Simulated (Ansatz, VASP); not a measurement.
**CuO: VASP beside Ansatz**

```
Cu O
1.0
     4.21569    0.00000    0.00000
     0.00000    4.21569    0.00000
     0.00000    0.00000    3.93880
Cu O
3 3
Direct
  0.50000 0.00000 0.50000
  0.00000 0.50000 0.50000
  0.00000 0.00000 0.00000
  0.00000 0.00000 0.50000
  0.50000 0.00000 0.00000
  0.00000 0.50000 0.00000
```

Change from the starting cell: volume scaled by 1.04.

Alike in both runs: task single point; functional PBE; k mesh 7 × 7 × 7; occupations fermi-dirac, width 0.05 eV; no spin polarisation.

|  | VASP | Ansatz |
| --- | --- | --- |
| version | VASP 6.6.1 | Ansatz 0.2.0 |
| potentials or method | VASP PAW PBE potentials, release 64 (Cu, O), cutoff 520 eV | all-electron LAPW, scalar-relativistic |

```tsv
	VASP	Ansatz	Ansatz less VASP
gap on the k mesh at the Fermi level (eV)	none	none	-
pressure (GPa)	-3.1	-3.6	-0.53
traceless stress, the component that is largest in VASP (GPa)	-2.64	-3.18	-0.540
```

A gap of «none» marks a metal or a gap that the smearing closes. Ansatz ran all-electron here, and VASP with PAW potentials.
